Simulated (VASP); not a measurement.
A run of VASP 6.6.1 is set up as follows.

The input INCAR:

```
SYSTEM = MgS
  PREC = Accurate
  ENCUT = 520
  EDIFF = 1E-6
  ISMEAR = 0
  SIGMA = 0.01
  LREAL = .False.
  LASPH = .True.
  NELM = 100
  ALGO = Normal
  ISIF = 2
  LWAVE = .False.
  LCHARG = .False.
  GGA = PS
  NBANDS = 11
```

KPOINTS

```
Automatic mesh
0
Gamma
  6 6 6
  0 0 0
```

POSCAR

```
MgS
1.0
    0.0000000000      2.6015177399      2.6015177399
    2.6015177399      0.0000000000      2.6015177399
    2.6015177399      2.6015177399      0.0000000000
Mg S
1 1
Direct
    0.0000000000      0.0000000000      0.0000000000
    0.5000000000      0.5000000000      0.5000000000
```

Potentials or basis: VASP PAW PBE potentials, release 64 (Mg, S).

The run is started by

```console
$ cat potpaw_PBE.64/Mg/POTCAR potpaw_PBE.64/S/POTCAR > POTCAR
$ mpirun -np 1 vasp_std > vasp.out
```

**Question.** Predict the pressure.

**Answer.** -1.1 GPa.

**Question.** Predict the band gap on the k mesh.

**Answer.** 2.70 eV, indirect (least direct gap 3.59 eV).

Caveat: the PAW data sets were made with another functional, which shifts forces and pressure a little. A k mesh can miss the band edges.
